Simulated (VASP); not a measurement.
# TiO2 (Pmma) in VASP: single point with r2SCAN

Aim: the single point of TiO2 with r2SCAN.

All numbers are computed with VASP 6.6.1; they aren't measurements. Logs are shortened: lines on timing, memory, paths and dates and some standing lists are left out, and cuts for length are marked.

## (1) The cell of the first run

Symmetry: Pmma, No. 51, orthorhombic system. Conventional cell: a = 3.778 Å, b = 3.778 Å, c = 10.583 Å, α = 90.00°, β = 90.00°, γ = 90.00°. Ti (site symmetry mm2) has 5 O at 1.93 to 1.99 Å within 2.6 Å. Within 2.6 Å of Ti (site symmetry mm2) lie 6 O at 1.93 to 1.99 Å. Within 2.6 Å of O (site symmetry mm2) lie 3 Ti at 1.93 to 1.99 Å and 2 O at 2.46 Å. Within 2.6 Å of O (site symmetry mm2) lie 2 Ti at 1.93 Å. Within 2.6 Å of O (site symmetry mm2) lie 3 Ti at 1.93 to 1.99 Å and 2 O at 2.46 Å. O (site symmetry mm2) has 3 Ti at 1.93 to 1.99 Å and 2 O at 2.46 Å within 2.6 Å.

## (2) Single point, r2SCAN (the distance across one plane changed)

Contents of POSCAR:

```
TiO2
1.0
   -3.7779444200      0.0000000000      0.0000000000
    0.0000000000     -3.7779444200      0.0000000000
    0.0000000000      0.0000000000     10.5827978520
Ti O
4 8
Direct
    0.0000000000      0.0000000000      0.7923186512
    0.5000000000      0.5000000000      0.3395651362
    0.5000000000      0.0000000000      0.5659418937
    0.0000000000      0.5000000000      0.1131883787
    0.5000000000      0.5000000000      0.5272808553
    1.0000000000      1.0000000000      0.0745273403
    0.5000000000      0.0000000000      0.7536576128
    0.0000000000      0.5000000000      0.3009040978
    0.5000000000      0.0000000000      0.3782261747
    0.0000000000      0.5000000000      0.8309796897
    0.0000000000      0.0000000000      0.6046029322
    0.5000000000      0.5000000000      0.1518494172
```

Contents of INCAR.step1:

```
SYSTEM = TiO2
  PREC = Accurate
  ENCUT = 520
  ISMEAR = 0
  SIGMA = 0.05
  LREAL = .FALSE.
  LASPH = .TRUE.
  NELM = 80
  NBANDS = 60
  GGA = PE
  ALGO = Normal
  EDIFF = 1E-4
  LWAVE = .TRUE.
  LCHARG = .FALSE.
```

Contents of INCAR.step2:

```
SYSTEM = TiO2
  PREC = Accurate
  ENCUT = 520
  EDIFF = 1E-6
  ISMEAR = 0
  SIGMA = 0.05
  LREAL = .FALSE.
  LASPH = .TRUE.
  NELM = 80
  ALGO = Normal
  ISIF = 2
  LWAVE = .FALSE.
  LCHARG = .FALSE.
  METAGGA = R2SCAN
  LMIXTAU = .TRUE.
  NBANDS = 60
  ISTART = 1
```

Contents of KPOINTS:

```
regular mesh
0
G
  6 6 3
  0 0 0
```

Potentials or basis: VASP PAW PBE potentials, release 64 (Ti_sv, O).

On the command line:

```sh
$ cat potpaw_PBE.64/Ti_sv/POTCAR potpaw_PBE.64/O/POTCAR > POTCAR
$ cp INCAR.step1 INCAR
$ mpirun -np 1 vasp_std > vasp.out
$ cp INCAR.step2 INCAR
$ mpirun -np 1 vasp_std > vasp.out
```

OUTCAR:

```text
SYSTEM = TiO2
   PREC = Accurate
   ENCUT = 520
   EDIFF = 1E-6
   ISMEAR = 0
   LREAL = .FALSE.
   LASPH = .TRUE.
   NELM = 80
   ISIF = 2
   METAGGA = R2SCAN
   ISTART = 1

 ion  position               nearest neighbor table
   1  0.000  0.000  0.792-   7 1.93   7 1.93  10 1.93  10 1.93  11 1.99
   2  0.500  0.500  0.340-   8 1.93   8 1.93   9 1.93   9 1.93  12 1.99   5 1.99
   3  0.500  0.000  0.566-   5 1.93   5 1.93  11 1.93  11 1.93   9 1.99   7 1.99
   4  0.000  0.500  0.113-   6 1.93   6 1.93  12 1.93  12 1.93   8 1.99
   5  0.500  0.500  0.527-   3 1.93   3 1.93   2 1.99
   6  0.000  0.000  0.075-   4 1.93   4 1.93
   7  0.500  0.000  0.754-   1 1.93   1 1.93   3 1.99
   8  0.000  0.500  0.301-   2 1.93   2 1.93   4 1.99
   9  0.500  0.000  0.378-   2 1.93   2 1.93   3 1.99
  10  0.000  0.500  0.831-   1 1.93   1 1.93
  11  0.000  0.000  0.605-   3 1.93   3 1.93   1 1.99
  12  0.500  0.500  0.152-   4 1.93   4 1.93   2 1.99

  LATTYP: Found a simple tetragonal cell.
 ALAT       =     3.7779444200
 C/A-ratio  =     2.8012052787

  Lattice vectors:

 A1 = (  -3.7779444200,   0.0000000000,   0.0000000000)
 A2 = (   0.0000000000,  -3.7779444200,   0.0000000000)
 A3 = (   0.0000000000,   0.0000000000,  10.5827978520)

Analysis of symmetry for initial positions (statically):
=====================================================================
 Subroutine PRICEL returns:
 Original cell was already a primitive cell.

 Routine SETGRP: Setting up the symmetry group for a
 simple tetragonal supercell.

 Subroutine GETGRP returns: Found  8 space group operations
 (whereof  4 operations were pure point group operations)
 out of a pool of 16 trial point group operations.

The static configuration has the point symmetry C_2v.
 The point group associated with its full space group is D_2h.

Analysis of symmetry for dynamics (positions and initial velocities):
=====================================================================
 Subroutine PRICEL returns:
 Original cell was already a primitive cell.

 Routine SETGRP: Setting up the symmetry group for a
 simple tetragonal supercell.

 Subroutine GETGRP returns: Found  8 space group operations
 (whereof  4 operations were pure point group operations)
 out of a pool of 16 trial point group operations.

The dynamic configuration has the point symmetry C_2v.
 The point group associated with its full space group is D_2h.

 Subroutine INISYM returns: Found  8 space group operations
 (whereof  4 operations are pure point group operations),
 and found     1 'primitive' translations

----------------------------------------------------------------------------------------

                                     Primitive cell

  volume of cell :     151.0468

  direct lattice vectors                    reciprocal lattice vectors
    -3.777944420  0.000000000  0.000000000    -0.264694206  0.000000000  0.000000000
     0.000000000 -3.777944420  0.000000000     0.000000000 -0.264694206  0.000000000
     0.000000000  0.000000000 10.582797852     0.000000000  0.000000000  0.094492970

  length of vectors
     3.777944420  3.777944420 10.582797852     0.264694206  0.264694206  0.094492970

  position of ions in fractional coordinates (direct lattice)
     0.000000000  0.000000000  0.792318651
     0.500000000  0.500000000  0.339565136
     0.500000000  0.000000000  0.565941894
     0.000000000  0.500000000  0.113188379
     0.500000000  0.500000000  0.527280855
     0.000000000  0.000000000  0.074527340
     0.500000000  0.000000000  0.753657613
     0.000000000  0.500000000  0.300904098
     0.500000000  0.000000000  0.378226175
     0.000000000  0.500000000  0.830979690
     0.000000000  0.000000000  0.604602932
     0.500000000  0.500000000  0.151849417

  ion indices of the primitive-cell ions
   primitive index   ion index
                 1           1
                 2           2
                 3           3
                 4           4
                 5           5
                 6           6
                 7           7
                 8           8
                 9           9
                10          10
                11          11
                12          12

----------------------------------------------------------------------------------------

 KPOINTS: regular mesh

Automatic generation of k-mesh.
 Grid dimensions read from file:
 generate k-points for:    6    6    3

 Generating k-lattice:

  Cartesian coordinates                     Fractional coordinates (reciprocal lattice)
    -0.044115701  0.000000000  0.000000000     0.166666667  0.000000000  0.000000000
     0.000000000 -0.044115701  0.000000000     0.000000000  0.166666667  0.000000000
     0.000000000  0.000000000  0.031497657     0.000000000  0.000000000  0.333333333

  Length of vectors
     0.044115701  0.044115701  0.031497657

  Shift w.r.t. Gamma in fractional coordinates (k-lattice)
     0.000000000  0.000000000  0.000000000

 Subroutine IBZKPT returns following result:
 ===========================================

 Found     32 irreducible k-points:

 Following reciprocal coordinates:
            Coordinates               Weight
  0.000000  0.000000  0.000000      1.000000
  0.166667  0.000000  0.000000      2.000000
  0.000000  0.166667  0.000000      2.000000
  0.333333  0.000000  0.000000      2.000000
  0.000000  0.333333  0.000000      2.000000
  0.500000  0.000000  0.000000      1.000000
[... 16 lines left out ...]
  0.000000  0.500000  0.333333      2.000000
  0.166667  0.166667  0.333333      8.000000
 [... further k-points ...]
   k-points           NKPTS =     32   k-points in BZ     NKDIM =     32   number of bands    NBANDS=     60
   number of dos      NEDOS =    301   number of ions     NIONS =     12
   total plane-waves  NPLWV =  62720
   dimension x,y,z NGX =    28 NGY =   28 NGZ =   80
   dimension x,y,z NGXF=    56 NGYF=   56 NGZF=  160
   ions per type =               4   8
   NGX,Y,Z   is equivalent  to a cutoff of  12.32, 12.32, 12.57 a.u.
   NGXF,Y,Z  is equivalent  to a cutoff of  24.64, 24.64, 25.13 a.u.
 SYSTEM =  TiO2
   PREC   = accura    normal or accurate (medium, high low for compatibility)
   ISTART =      1    job   : 0-new  1-cont  2-samecut
   ICHARG =      0    charge: 1-file 2-atom 10-const
   ISPIN  =      1    spin polarized calculation?
   LNONCOLLINEAR =      F non collinear calculations
   LSORBIT =      F    spin-orbit coupling
   LASPH  =      T    aspherical Exc in radial PAW
   ENCUT  =  520.0 eV  38.22 Ry    6.18 a.u.   7.02  7.02 19.68*2*pi/ulx,y,z
   NELM   =     80;   NELMIN=  2; NELMDL=  0     # of ELM steps
   EDIFF  = 0.1E-05   stopping-criterion for ELM
   LREAL  =      F    real-space projection
   EDIFFG = 0.1E-04   stopping-criterion for IOM
   NSW    =      0    number of steps for IOM
   IBRION =     -1    ionic relax: 0-MD 1-quasi-New 2-CG
   NFREE  =      0    steps in history (QN), initial steepest desc. (CG)
   ISIF   =      2    stress and relaxation
   ISYM   =      2    0-nonsym 1-usesym 2-fastsym
   POTIM  = 0.5000    time-step for ionic-motion
   TEBEG  =    0.0;   TEEND  =   0.0 temperature during run
   PSTRESS=    0.0 pullay stress
   NELECT =      96.0000    total number of electrons
   NUPDOWN=      -1.0000    fix difference up-down
   EMIN   =  10.00;   EMAX   =-10.00  energy-range for DOS
   EFERMI =   0.00;   METHOD = LEGACY
   ISMEAR =     0;   SIGMA  =   0.05  broadening in eV -4-tet -1-fermi 0-gaus
   EFERMI_NEDOS =   21; number of points for ismear=-14 and -15
   IALGO  =     38    algorithm
   IMIX   =      4    mixing-type and parameters
     AMIX     =   0.40;   BMIX     =  1.00
     AMIX_MAG =   1.60;   BMIX_MAG =  1.00
  volume/ion in A,a.u.               =      12.59        84.94
  Fermi-wavevector in a.u.,A,eV,Ry     =   1.407542  2.659869 26.955516  1.981175
  Thomas-Fermi vector in A             =   2.529791
   LORBIT       =      0    0 simple, 1 ext, 2 COOP (PROOUT), +10 PAW based schemes
   METAGGA = R2SCAN    functional components
   LHFCALC =     F    Hartree Fock is set to
   AEXX    =    0.0000 exact exchange contribution
   IVDW    =     0    specifies the selected vdW correction
   LEPSILON=     F    determine dielectric tensor
   LRPA    =     F    only Hartree local field effects (RPA)
 non-spin polarized calculation
 Gauss-broadening in eV      SIGMA  =   0.05
  energy-cutoff  :      520.00
  volume of cell :      151.05
 maximum number of plane-waves:      4116
   NGX = 15   NGY = 15   NGZ = 39

 number of electron      95.9999966 magnetization

 Free energy of the ion-electron system (eV)
  ---------------------------------------------------
  ext. energy  EPLUGINS =         0.00000000
  ---------------------------------------------------
  free energy    TOTEN  =      -138.03614699 eV

  energy without entropy =     -138.03614699  energy(sigma->0) =     -138.03614699

 E-fermi :   2.8391     XC(G=0): -10.8241

 val. band max:        2.5361706565   @ k =   0.5000   0.5000   0.0000
 cond. band min:       4.6082681691   @ k =   0.0000   0.0000   0.0000
 fundamental gap:      2.0720975126
 Fermi energy:         2.8391051241

 k-point     1 :       0.0000    0.0000    0.0000
  band No.  band energies     occupation
      1     -56.6214      2.00000
      2     -56.5935      2.00000
      3     -56.5443      2.00000
      4     -56.5418      2.00000
      5     -32.0058      2.00000
      6     -31.8965      2.00000
[... 52 lines left out ...]
     59       6.6114      0.00000
     60       6.6818      0.00000

 k-point     2 :       0.1667    0.0000    0.0000
  band No.  band energies     occupation
      1     -56.6201      2.00000
      2     -56.5919      2.00000
      3     -56.5444      2.00000
      4     -56.5423      2.00000
      5     -32.0068      2.00000
      6     -31.9090      2.00000
[... 1375 lines left out ...]
     59       6.7194      0.00000
     60       6.7196      0.00000

 k-point    24 :       0.1667    0.1667    0.3333
  band No.  band energies     occupation
      1     -56.6175      2.00000
      2     -56.5931      2.00000
      3     -56.5433      2.00000
      4     -56.5422      2.00000
      5     -32.0051      2.00000
      6     -31.9232      2.00000
[... 52 lines left out ...]
     59       6.2487      0.00000
     60       6.3666      0.00000

 [... further k-points ...]
[... 5 lines left out ...]
  --------------------------------------------------------------------------------------
  -------------------------------------------------------------------------------------
  Total        1.5320872    -12.1471984     -5.8420789      0.0000000      0.0000000      0.0000000
  in kB       16.2510883   -128.8472279    -61.9678417      0.0000000      0.0000000      0.0000000
  external PRESSURE =     -58.1879938 kB  Pullay stress =       0.0000000 kB

 VOLUME and BASIS-vectors are now :
 -----------------------------------------------------------------------------
  energy-cutoff  :      520.00
  volume of cell :      151.05
      direct lattice vectors                 reciprocal lattice vectors
    -3.777944420  0.000000000  0.000000000    -0.264694206  0.000000000  0.000000000
     0.000000000 -3.777944420  0.000000000     0.000000000 -0.264694206  0.000000000
     0.000000000  0.000000000 10.582797852     0.000000000  0.000000000  0.094492970

 POSITION                                       TOTAL-FORCE (eV/Angst)
 -----------------------------------------------------------------------------------
      0.00000      0.00000      8.38495         0.000000      0.000000     -0.437534
     -1.88897     -1.88897      3.59355         0.000000      0.000000     -0.200160
     -1.88897      0.00000      5.98925         0.000000      0.000000      0.200160
      0.00000     -1.88897      1.19785         0.000000      0.000000      0.437534
     -1.88897     -1.88897      5.58011         0.000000      0.000000     -0.089794
      0.00000      0.00000      0.78871         0.000000      0.000000     -0.869210
     -1.88897      0.00000      7.97581         0.000000      0.000000      0.068623
      0.00000     -1.88897      3.18441         0.000000      0.000000     -0.539762
     -1.88897      0.00000      4.00269         0.000000      0.000000      0.089794
      0.00000     -1.88897      8.79409         0.000000      0.000000      0.869210
      0.00000      0.00000      6.39839         0.000000      0.000000      0.539762
     -1.88897     -1.88897      1.60699         0.000000      0.000000     -0.068623
 -----------------------------------------------------------------------------------
    total drift:                               -0.000000      0.000000      0.000014

  FREE ENERGIE OF THE ION-ELECTRON SYSTEM (eV)
  ---------------------------------------------------
  free  energy   TOTEN  =      -138.0361469898 eV

  energy  without entropy=     -138.0361469898  energy(sigma->0) =     -138.03614699
```

It took 12 min on 1 thread of Intel Xeon Platinum 8488C (Sapphire Rapids), shared host; peak memory 0.39 GiB.

Results:

```yaml
Free_energy: -138.0361 eV
Pressure: -5.8 GPa
Largest_force: 0.869 eV/Å
Band_gap_on_the_k_mesh: 2.07 eV (least direct gap 2.44 eV)
```

Forces on the atoms (eV/Å):
```
Ti   0.000  0.000 -0.438
Ti   0.000  0.000 -0.200
Ti   0.000  0.000  0.200
Ti   0.000  0.000  0.438
O    0.000  0.000 -0.090
O    0.000  0.000 -0.869
O    0.000  0.000  0.069
O    0.000  0.000 -0.540
O    0.000  0.000  0.090
O    0.000  0.000  0.869
O    0.000  0.000  0.540
O    0.000  0.000 -0.069
```

Stress tensor (GPa, compression positive):
```
  1.63   0.00   0.00
  0.00 -12.88   0.00
  0.00   0.00  -6.20
```

Levels at points of the mesh, in eV from the valence-band top:
```tsv
k point	band 46	band 47	band 48	band 49	band 50	band 51
(0.00, 0.00, 0.00)	-0.69	-0.68	-0.36	2.07	2.35	2.59
(0.50, 0.00, 0.00)	-0.98	-0.96	-0.63	3.19	3.19	3.23
(0.00, 0.50, 0.00)	-1.45	-1.10	-1.10	3.20	3.20	3.41
(0.50, 0.50, 0.00)	-0.54	0.00	0.00	3.08	3.08	3.10
```

Caveat: the cell differs from its parent crystal (the distance across one plane changed); the stress differs along the axes, from -13 to 2 GPa; the PAW data sets were made with another functional, which shifts forces and pressure a little. A k mesh can miss the band edges.
